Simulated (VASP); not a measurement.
Sn: single point with r2SCAN

The system is Sn.

```
Sn
1.0
    -1.86075    1.86075    1.86075
     1.86075   -1.86075    1.86075
     1.86075    1.86075   -1.86075
Sn
1
Direct
  0.00000 0.00000 0.00000
```

This cell differs from its parent crystal: volume scaled by 0.96.

```
Program             : VASP 6.6.1
Task                : single point
Functional          : r2SCAN
Potentials or basis : VASP PAW PBE potentials, release 64 (Sn_d)
Cutoff              : 520 eV
k mesh              : 13 × 13 × 13
Occupations         : fermi-dirac, width 0.1 eV
Spin                : no spin polarisation
```

The pressure is 2.7 GPa and the band gap on the k mesh is zero (band 7 reaches 17.68 eV, above the bottom of band 8 at 6.03 eV).

Levels at points of the mesh, in eV from the Fermi level:
```csv
k point,band 5,band 6,band 7,band 8,band 9,band 10
"(0.00, 0.00, 0.00)",-22.10,-12.05,9.00,9.00,9.00,13.03
```

It took 49 s on 1 thread of AMD EPYC 9R45 (Zen 5), on a shared host, peak memory 0.12 GiB.

Caveat: the PAW data sets were made with another functional, which shifts forces and pressure a little; spin-orbit coupling is left out, which moves the levels of the heavy elements.
